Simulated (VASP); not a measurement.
Here is a VASP 6.6.1 calculation.

INCAR

```
PREC = Accurate
ENCUT = 520
EDIFF = 1E-6
ISMEAR = 0
SIGMA = 0.02
LREAL = F
LASPH = T
NELM = 80
ALGO = Normal
ISIF = 2
LWAVE = F
LCHARG = T
GGA = PE
IVDW = 12
LELF = T
LVHAR = T
NBANDS = 20
```

KPOINTS

```
Automatic mesh
0
Gamma
  12 12 12
```

File POSCAR:

```
WS2
1.0
    1.5785988887      0.9114044933      6.0395766308
   -1.5785988887      0.9114044933      6.0395766308
    0.0000000000     -1.8228089866      6.0395766308
W S
1 2
Direct
   -0.0006559574     -0.0006559574     -0.0006559574
    0.7527816323      0.7527816323      0.7527816323
    0.5791743250      0.5791743250      0.5791743250
```

Potentials or basis: VASP PAW PBE potentials, release 64 (W_sv, S).

Run with:

```bash
$ cat potpaw_PBE.64/W_sv/POTCAR potpaw_PBE.64/S/POTCAR > POTCAR
$ mpirun -np 1 vasp_std > vasp.out
```

(1) Estimate the pressure.

(2) Estimate the dispersion energy per atom.

Results:

(1) 0.0 GPa.

(2) -0.437 eV.
